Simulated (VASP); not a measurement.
# CsH (Fm-3m) in VASP: further runs, part 2 of 2

VASP 6.6.1. Earlier steps stand in the parts before.

## Step 3: Single point, r2SCAN (volume scaled by 0.94)

POSCAR reads:

```
CsH
1.0
    0.0000000000      3.1229205146      3.1229205146
    3.1229205146      0.0000000000      3.1229205146
    3.1229205146      3.1229205146      0.0000000000
Cs H
1 1
Direct
    0.0000000000      0.0000000000      0.0000000000
    0.5000000000      0.5000000000      0.5000000000
```

INCAR.step1 reads:

```
SYSTEM = CsH
ALGO = Normal ; EDIFF = 1E-4
ENCUT = 520 ; GGA = PE
ISMEAR = 0 ; LASPH = .TRUE.
LCHARG = .FALSE. ; LREAL = .FALSE.
LWAVE = .TRUE. ; NBANDS = 12
NELM = 60 ; PREC = Accurate
SIGMA = 0.02
```

INCAR.step2 reads:

```
SYSTEM = CsH
ALGO = Normal ; EDIFF = 1E-7
ENCUT = 520 ; ISIF = 2
ISMEAR = 0 ; ISTART = 1
LASPH = .TRUE. ; LCHARG = .TRUE.
LELF = .TRUE. ; LMIXTAU = .TRUE.
LREAL = .FALSE. ; LVHAR = .TRUE.
LWAVE = .FALSE. ; METAGGA = R2SCAN
NBANDS = 12 ; NELM = 60
PREC = Accurate ; SIGMA = 0.02
```

KPOINTS reads:

```
k-points
0
G
  6 6 6
  0 0 0
```

Potentials or basis: VASP PAW PBE potentials, release 64 (Cs_sv, H).

On the command line:

```console
cat potpaw_PBE.64/Cs_sv/POTCAR potpaw_PBE.64/H/POTCAR > POTCAR
cp INCAR.step1 INCAR
mpirun -np 1 vasp_std > vasp.out
cp INCAR.step2 INCAR
mpirun -np 1 vasp_std > vasp.out
```

OUTCAR:

```text
SYSTEM = CsH
   EDIFF = 1E-7
   ENCUT = 520
   ISIF = 2
   ISMEAR = 0
   ISTART = 1
   LASPH = .TRUE.
   LREAL = .FALSE.
   METAGGA = R2SCAN
   NELM = 60
   PREC = Accurate

 ion  position               nearest neighbor table
   1  0.000  0.000  0.000-
   2  0.500  0.500  0.500-

  LATTYP: Found a face centered cubic cell.
 ALAT       =     6.2458410292

  Lattice vectors:

 A1 = (   0.0000000000,   3.1229205146,   3.1229205146)
 A2 = (   3.1229205146,   0.0000000000,   3.1229205146)
 A3 = (   3.1229205146,   3.1229205146,   0.0000000000)

Analysis of symmetry for initial positions (statically):
=====================================================================
 Subroutine PRICEL returns:
 Original cell was already a primitive cell.

 Routine SETGRP: Setting up the symmetry group for a
 face centered cubic supercell.

 Subroutine GETGRP returns: Found 48 space group operations
 (whereof 48 operations were pure point group operations)
 out of a pool of 48 trial point group operations.

The static configuration has the point symmetry O_h .

Analysis of symmetry for dynamics (positions and initial velocities):
=====================================================================
 Subroutine PRICEL returns:
 Original cell was already a primitive cell.

 Routine SETGRP: Setting up the symmetry group for a
 face centered cubic supercell.

 Subroutine GETGRP returns: Found 48 space group operations
 (whereof 48 operations were pure point group operations)
 out of a pool of 48 trial point group operations.

The dynamic configuration has the point symmetry O_h .

 Subroutine INISYM returns: Found 48 space group operations
 (whereof 48 operations are pure point group operations),
 and found     1 'primitive' translations

----------------------------------------------------------------------------------------

                                     Primitive cell

  volume of cell :      60.9134
[... 107 lines left out ...]
   AEXX    =    0.0000 exact exchange contribution
   IVDW    =     0    specifies the selected vdW correction
   LEPSILON=     F    determine dielectric tensor
   LRPA    =     F    only Hartree local field effects (RPA)
 non-spin polarized calculation
 Gauss-broadening in eV      SIGMA  =   0.02
  energy-cutoff  :      520.00
  volume of cell :       60.91
 maximum number of plane-waves:      1676
 NGX is ok and might be reduce to    36
   NGX = 17   NGY = 17   NGZ = 17

 number of electron      10.0000000 magnetization

 Free energy of the ion-electron system (eV)
  ---------------------------------------------------
  ext. energy  EPLUGINS =         0.00000000
  ---------------------------------------------------
  free energy    TOTEN  =       -28.97889881 eV

  energy without entropy =      -28.97889881  energy(sigma->0) =      -28.97889881

 E-fermi :   0.3259     XC(G=0):  -7.8075

 val. band max:        0.1950222832   @ k =   0.5000   0.0000   0.0000
 cond. band min:       2.7807612213   @ k =   0.5000   0.0000   0.0000
 fundamental gap:      2.5857389382
 Fermi energy:         0.3258603170

 k-point     1 :       0.0000    0.0000    0.0000
  band No.  band energies     occupation
      1     -21.9129      2.00000
      2      -7.9281      2.00000
      3      -7.9281      2.00000
      4      -7.9281      2.00000
      5      -1.5845      2.00000
      6       5.8725      0.00000
      7       5.8725      0.00000
      8       5.8725      0.00000
      9       6.7602      0.00000
     10       7.8981      0.00000
     11       7.8981      0.00000
     12       9.5077      0.00000
[... 211 lines left out ...]
 k-point    16 :      -0.3333    0.5000    0.1667
  band No.  band energies     occupation
      1     -21.7752      2.00000
      2      -8.6476      2.00000
      3      -8.3877      2.00000
      4      -8.2928      2.00000
      5      -0.7865      2.00000
      6       4.1419      0.00000
      7       5.5357      0.00000
      8       6.5168      0.00000
      9       9.3595      0.00000
     10       9.8078      0.00000
     11       9.8136      0.00000
     12      10.1934      0.00000

------------------------ aborting loop because EDIFF is reached ----------------------------------------

  FORCE on cell =-STRESS in cart. coord.  units (eV):
  Direction    XX          YY          ZZ          XY          YZ          ZX
  --------------------------------------------------------------------------------------
  -------------------------------------------------------------------------------------
  Total        0.2786949      0.2786949      0.2786949      0.0000000      0.0000000     -0.0000000
  in kB        7.3303845      7.3303845      7.3303845      0.0000000      0.0000000     -0.0000000
  external PRESSURE =       7.3303845 kB  Pullay stress =       0.0000000 kB

 VOLUME and BASIS-vectors are now :
 -----------------------------------------------------------------------------
  energy-cutoff  :      520.00
  volume of cell :       60.91
      direct lattice vectors                 reciprocal lattice vectors
     0.000000000  3.122920515  3.122920515    -0.160106541  0.160106541  0.160106541
     3.122920515  0.000000000  3.122920515     0.160106541 -0.160106541  0.160106541
     3.122920515  3.122920515  0.000000000     0.160106541  0.160106541 -0.160106541

 POSITION                                       TOTAL-FORCE (eV/Angst)
 -----------------------------------------------------------------------------------
      0.00000      0.00000      0.00000         0.000000      0.000000     -0.000000
      3.12292      3.12292      3.12292        -0.000000     -0.000000      0.000000
 -----------------------------------------------------------------------------------
    total drift:                               -0.000000      0.000000      0.000000

  FREE ENERGIE OF THE ION-ELECTRON SYSTEM (eV)
  ---------------------------------------------------
  free  energy   TOTEN  =       -28.9788988147 eV

  energy  without entropy=      -28.9788988147  energy(sigma->0) =      -28.97889881
```

OUTCAR.step1:

```text
SYSTEM = CsH
   EDIFF = 1E-4
   ENCUT = 520
   GGA = PE
   ISMEAR = 0
   LASPH = .TRUE.
   LREAL = .FALSE.
[... 450 lines left out ...]
      0.00000      0.00000      0.00000         0.000000      0.000000      0.000000
      3.12292      3.12292      3.12292        -0.000000     -0.000000     -0.000000
 -----------------------------------------------------------------------------------
    total drift:                               -0.000000      0.000000      0.000000

  FREE ENERGIE OF THE ION-ELECTRON SYSTEM (eV)
  ---------------------------------------------------
  free  energy   TOTEN  =        -4.5337125253 eV

  energy  without entropy=       -4.5337125253  energy(sigma->0) =       -4.53371253
```

Wall time 70 s (1 thread of AMD EPYC 7R13 (Zen 3), shared host); peak memory 0.19 GiB.

What came out:

```yaml
Free_energy: -28.9789 eV
Pressure: 0.7 GPa
Band_gap_on_the_k_mesh: 2.59 eV, direct
```

Caveat: the PAW data sets were made with another functional, which shifts forces and pressure a little; spin-orbit coupling is left out, which moves the levels of the heavy elements.
